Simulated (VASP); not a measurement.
# AlN (P6_3/mmc) in VASP: notebook

AlN is run at these levels: PBEsol; tasks: single point.

Program: VASP 6.6.1. These are calculated values, not measurements. Logs are shortened: lines on timing, memory, paths and dates and some standing lists are left out, and cuts for length are marked.

### Step 1. The cell of the first run

Symmetry: P6_3/mmc, No. 194, hexagonal system. Conventional cell: a = 3.202 Å, b = 3.202 Å, c = 4.264 Å, α = 90.00°, β = 90.00°, γ = 120.00°. Within 2.5 Å of Al (site symmetry -6m2) lie 5 N at 1.85 to 2.13 Å. Within 2.5 Å of N (site symmetry -6m2) lie 5 Al at 1.85 to 2.13 Å.

### Step 2. Single point, PBEsol

Contents of INCAR:

```
ALGO = Normal
EDIFF = 1E-7
ENCUT = 520
GGA = PS
ISIF = 2
ISMEAR = 0
LASPH = True
LCHARG = False
LREAL = False
LWAVE = False
NBANDS = 16
NELM = 80
PREC = Accurate
SIGMA = 0.05
```

Contents of KPOINTS:

```
k-points
0
Gamma
  9 9 6
```

Contents of POSCAR:

```
AlN
1.0
    3.2024000000      0.0000000000      0.0000000000
   -1.6012000000      2.7733597531      0.0000000000
    0.0000000000      0.0000000000      4.2642000000
Al N
2 2
Direct
    0.3333333333      0.6666666667      0.7500000000
    0.6666666667      0.3333333333      0.2500000000
    0.3333333333      0.6666666667      0.2500000000
    0.6666666667      0.3333333333      0.7500000000
```

Potentials or basis: VASP PAW PBE potentials, release 64 (Al, N).

Launch:

```console
> cat potpaw_PBE.64/Al/POTCAR potpaw_PBE.64/N/POTCAR > POTCAR
> mpirun -np 1 vasp_std > vasp.out
```

OUTCAR:

```text
EDIFF = 1E-7
   ENCUT = 520
   GGA = PS
   ISIF = 2
   ISMEAR = 0
   LASPH = True
   LREAL = False
   NELM = 80
   PREC = Accurate

 ion  position               nearest neighbor table
   1  0.333  0.667  0.750-   4 1.85   4 1.85   4 1.85   3 2.13   3 2.13   2 2.82   2 2.82   2 2.82
                             2 2.82   2 2.82   2 2.82
   2  0.667  0.333  0.250-   3 1.85   3 1.85   3 1.85   4 2.13   4 2.13   1 2.82   1 2.82   1 2.82
                             1 2.82   1 2.82   1 2.82
   3  0.333  0.667  0.250-   2 1.85   2 1.85   2 1.85   1 2.13   1 2.13
   4  0.667  0.333  0.750-   1 1.85   1 1.85   1 1.85   2 2.13   2 2.13

  LATTYP: Found a hexagonal cell.
 ALAT       =     3.2024000000
 C/A-ratio  =     1.3315638271

  Lattice vectors:

 A1 = (   3.2024000000,   0.0000000000,   0.0000000000)
 A2 = (  -1.6012000000,   2.7733597531,   0.0000000000)
 A3 = (   0.0000000000,   0.0000000000,   4.2642000000)

Analysis of symmetry for initial positions (statically):
=====================================================================
 Subroutine PRICEL returns:
 Original cell was already a primitive cell.

 Routine SETGRP: Setting up the symmetry group for a
 hexagonal supercell.

 Subroutine GETGRP returns: Found 24 space group operations
 (whereof 12 operations were pure point group operations)
 out of a pool of 24 trial point group operations.

The static configuration has the point symmetry D_3d.
 The point group associated with its full space group is D_6h.

Analysis of symmetry for dynamics (positions and initial velocities):
=====================================================================
 Subroutine PRICEL returns:
 Original cell was already a primitive cell.

 Routine SETGRP: Setting up the symmetry group for a
 hexagonal supercell.

 Subroutine GETGRP returns: Found 24 space group operations
 (whereof 12 operations were pure point group operations)
 out of a pool of 24 trial point group operations.

The dynamic configuration has the point symmetry D_3d.
 The point group associated with its full space group is D_6h.

 Subroutine INISYM returns: Found 24 space group operations
 (whereof 12 operations are pure point group operations),
 and found     1 'primitive' translations

----------------------------------------------------------------------------------------

                                     Primitive cell

[... 95 lines left out ...]
   LREAL  =      F    real-space projection
   EDIFFG = 0.1E-05   stopping-criterion for IOM
   NSW    =      0    number of steps for IOM
   IBRION =     -1    ionic relax: 0-MD 1-quasi-New 2-CG
   NFREE  =      0    steps in history (QN), initial steepest desc. (CG)
   ISIF   =      2    stress and relaxation
   ISYM   =      2    0-nonsym 1-usesym 2-fastsym
   POTIM  = 0.5000    time-step for ionic-motion
   TEBEG  =    0.0;   TEEND  =   0.0 temperature during run
   PSTRESS=    0.0 pullay stress
   NELECT =      16.0000    total number of electrons
   NUPDOWN=      -1.0000    fix difference up-down
   EMIN   =  10.00;   EMAX   =-10.00  energy-range for DOS
   EFERMI =   0.00;   METHOD = LEGACY
   ISMEAR =     0;   SIGMA  =   0.05  broadening in eV -4-tet -1-fermi 0-gaus
   EFERMI_NEDOS =   21; number of points for ismear=-14 and -15
   IALGO  =     38    algorithm
   IMIX   =      4    mixing-type and parameters
     AMIX     =   0.40;   BMIX     =  1.00
     AMIX_MAG =   1.60;   BMIX_MAG =  1.00
  volume/ion in A,a.u.               =       9.47        63.89
  Fermi-wavevector in a.u.,A,eV,Ry     =   1.228405  2.321350 20.530916  1.508980
  Thomas-Fermi vector in A             =   2.363332
   LORBIT       =      0    0 simple, 1 ext, 2 COOP (PROOUT), +10 PAW based schemes
   GGA     = PS    functional components
   LHFCALC =     F    Hartree Fock is set to
   AEXX    =    0.0000 exact exchange contribution
   IVDW    =     0    specifies the selected vdW correction
   LEPSILON=     F    determine dielectric tensor
   LRPA    =     F    only Hartree local field effects (RPA)
 non-spin polarized calculation
 Gauss-broadening in eV      SIGMA  =   0.05
  energy-cutoff  :      520.00
  volume of cell :       37.87
 maximum number of plane-waves:      1038
 NGX is ok and might be reduce to    24
   NGX = 11   NGY = 11   NGZ = 15

 number of electron      16.0000004 magnetization

 Free energy of the ion-electron system (eV)
  ---------------------------------------------------
  ext. energy  EPLUGINS =         0.00000000
  ---------------------------------------------------
  free energy    TOTEN  =       -30.83836100 eV

  energy without entropy =      -30.83836100  energy(sigma->0) =      -30.83836100

 E-fermi :   8.7932     XC(G=0): -11.5767

 val. band max:        8.5984736189   @ k =   0.0000   0.0000   0.0000
 cond. band min:      12.0514484482   @ k =   0.0000   0.0000   0.0000
 fundamental gap:      3.4529748294
 Fermi energy:         8.7932224953

 k-point     1 :       0.0000    0.0000    0.0000
  band No.  band energies     occupation
      1      -8.7068      2.00000
      2      -5.0888      2.00000
      3       1.1016      2.00000
      4       5.1712      2.00000
      5       5.1712      2.00000
      6       6.6234      2.00000
[... 433 lines left out ...]
      3       1.5853      2.00000
      4       2.6767      2.00000
      5       2.6767      2.00000
      6       4.9034      2.00000
[... 8 lines left out ...]
     15      19.9631      0.00000
     16      21.9032      0.00000

 [... further k-points ...]

------------------------ aborting loop because EDIFF is reached ----------------------------------------

  FORCE on cell =-STRESS in cart. coord.  units (eV):
  Direction    XX          YY          ZZ          XY          YZ          ZX
  --------------------------------------------------------------------------------------
  -------------------------------------------------------------------------------------
  Total        3.6400194      3.6400194     -0.0537426      0.0000000     -0.0000000     -0.0000000
  in kB      153.9908551    153.9908551     -2.2735762      0.0000000     -0.0000000     -0.0000000
  external PRESSURE =     101.9027113 kB  Pullay stress =       0.0000000 kB

 VOLUME and BASIS-vectors are now :
 -----------------------------------------------------------------------------
  energy-cutoff  :      520.00
  volume of cell :       37.87
      direct lattice vectors                 reciprocal lattice vectors
     3.202400000  0.000000000  0.000000000     0.312265801  0.180286744  0.000000000
    -1.601200000  2.773359753  0.000000000     0.000000000  0.360573488  0.000000000
     0.000000000  0.000000000  4.264200000     0.000000000  0.000000000  0.234510576

 POSITION                                       TOTAL-FORCE (eV/Angst)
 -----------------------------------------------------------------------------------
     -0.00000      1.84891      3.19815         0.000000     -0.000000      0.000000
      1.60120      0.92445      1.06605        -0.000000      0.000000      0.000000
     -0.00000      1.84891      1.06605         0.000000     -0.000000      0.000000
      1.60120      0.92445      3.19815        -0.000000      0.000000      0.000000
 -----------------------------------------------------------------------------------
    total drift:                                0.000000     -0.000000      0.000000

  FREE ENERGIE OF THE ION-ELECTRON SYSTEM (eV)
  ---------------------------------------------------
  free  energy   TOTEN  =       -30.8383609998 eV

  energy  without entropy=      -30.8383609998  energy(sigma->0) =      -30.83836100
```

OSZICAR:

```text
N       E                     dE             d eps       ncg     rms          rms(c)
DAV:   1     0.419712436116E+02    0.41971E+02   -0.75305E+03  1536   0.911E+02
DAV:   2    -0.320425486612E+02   -0.74014E+02   -0.67872E+02  2240   0.192E+02
DAV:   3    -0.352499870428E+02   -0.32074E+01   -0.31966E+01  1768   0.417E+01
DAV:   4    -0.352679391753E+02   -0.17952E-01   -0.17951E-01  1920   0.346E+00
DAV:   5    -0.352681718055E+02   -0.23263E-03   -0.23262E-03  1792   0.397E-01    0.118E+01
DAV:   6    -0.309153735398E+02    0.43528E+01   -0.83007E+00  1952   0.219E+01    0.413E+00
DAV:   7    -0.308773073098E+02    0.38066E-01   -0.68681E-01  1720   0.581E+00    0.290E+00
DAV:   8    -0.308447349963E+02    0.32572E-01   -0.83439E-02  1640   0.239E+00    0.766E-01
DAV:   9    -0.308380899795E+02    0.66450E-02   -0.15840E-02  2008   0.992E-01    0.260E-01
DAV:  10    -0.308384566175E+02   -0.36664E-03   -0.18786E-03  1728   0.289E-01    0.177E-01
DAV:  11    -0.308383626179E+02    0.94000E-04   -0.14094E-04  1760   0.911E-02    0.374E-02
DAV:  12    -0.308383613754E+02    0.12425E-05   -0.68169E-06  1840   0.216E-02    0.581E-03
DAV:  13    -0.308383609744E+02    0.40107E-06   -0.20479E-06  1920   0.109E-02    0.456E-03
DAV:  14    -0.308383609998E+02   -0.25458E-07   -0.18533E-07  1376   0.382E-03
   1 F= -.30838361E+02 E0= -.30838361E+02  d E =-.149673E-10
```

It took 45 s on 1 thread of AMD EPYC 7R13, shared host; peak memory 0.13 GiB.

Results:

- Free energy: -30.8384 eV
- Pressure: 10.2 GPa
- Band gap on the k mesh: 3.45 eV, direct

Caveat: the PAW data sets were made with another functional, which shifts forces and pressure a little.

### Step 3. Single point, PBEsol

This run uses another cell than the first one, of 9.39 Å³/atom, 0.992 times its volume.

Contents of INCAR:

```
SYSTEM = AlN
PREC = Accurate
ENCUT = 520
EDIFF = 1E-6
ISMEAR = 0
SIGMA = 0.05
LREAL = .False.
LASPH = .True.
NELM = 100
ALGO = Normal
ISIF = 2
LWAVE = .False.
LCHARG = .False.
GGA = PS
NBANDS = 16
```

Contents of KPOINTS:

```
Automatic mesh
0
Gamma
  9 9 6
  0 0 0
```

Contents of POSCAR:

```
AlN
1.0
    3.3212000000      0.0000000000      0.0000000000
   -1.6606000000      2.8762435710      0.0000000000
    0.0000000000      0.0000000000      3.9330000000
Al N
2 2
Direct
    0.3333333333      0.6666666667      0.7500000000
    0.6666666667      0.3333333333      0.2500000000
    0.3333333333      0.6666666667      0.2500000000
    0.6666666667      0.3333333333      0.7500000000
```

Potentials or basis: VASP PAW PBE potentials, release 64 (Al, N).

Launch:

```console
> cat potpaw_PBE.64/Al/POTCAR potpaw_PBE.64/N/POTCAR > POTCAR
> mpirun -np 1 vasp_std > vasp.out
```

Wall time 60 s (1 thread of AMD EPYC 7R13, shared host); peak memory 0.13 GiB.

The run converged. Its results:

```
Free energy            : -30.8456 eV
Pressure               : 9.1 GPa
Band gap on the k mesh : 3.75 eV, direct
```

Stress tensor (GPa, compression positive):
```
 4.24  0.00  0.00
 0.00  4.24  0.00
 0.00  0.00 18.96
```

Levels at points of the mesh, in eV from the valence-band top:
```csv
k point,band 5,band 6,band 7,band 8,band 9,band 10,band 11,band 12
"(0.00, 0.00, 0.00)",-3.39,-1.32,-1.32,0.00,3.75,4.89,8.40,8.40
"(0.00, 0.00, 0.50)",-2.41,-2.41,-2.41,-2.41,6.11,6.11,8.42,8.42
```

Caveat: the PAW data sets were made with another functional, which shifts forces and pressure a little.
